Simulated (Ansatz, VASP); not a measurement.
**One calculation of CO2, two programs**

```xyz
6
Lattice="2.7335 -2.4635 0.0000 2.7335 2.4635 0.0000 0.0000 0.0000 7.6101" Properties=species:S:1:pos:R:3 pbc="T T T"
C     2.7335    0.0000    3.8051
C     0.0000    0.0000    0.0000
O     2.7335   -0.9117    4.6563
O     2.7335    0.9117    2.9538
O     2.7335   -1.5518    0.8512
O     2.7335    1.5518    6.7589
```

Alike in both runs: task single point; functional PBE; k mesh 6 × 6 × 4; occupations gaussian, width 0.02 eV; no spin polarisation.

|  | VASP | Ansatz |
| --- | --- | --- |
| version | VASP 6.6.1 | Ansatz 0.2.0 |
| potentials or method | VASP PAW PBE potentials, release 64 (C, O), cutoff 520 eV | scalar-relativistic, plane waves, PAW |
| valence electrons in the cell | 32 | 32 |

VASP gave:

- gap on the k mesh at the Fermi level (eV): 5.88
- least direct gap on the mesh (eV): 6.18
- pressure (GPa): -14.5
- traceless stress, the component that is largest in VASP (GPa): 14.96
- rms of the force components (eV/Å): 2.700

Problem. Estimate Ansatz's values.

Solution. gap on the k mesh at the Fermi level (eV): 5.91; least direct gap on the mesh (eV): 6.21; pressure (GPa): -15.3; traceless stress, the component that is largest in VASP (GPa): 15.95; rms of the force components (eV/Å): 2.880.

Atom by atom the forces differ by 0.181 eV/Å (rms over components).

Noted on VASP's run: the standard files for N, O and F lose accuracy on very short bonds.
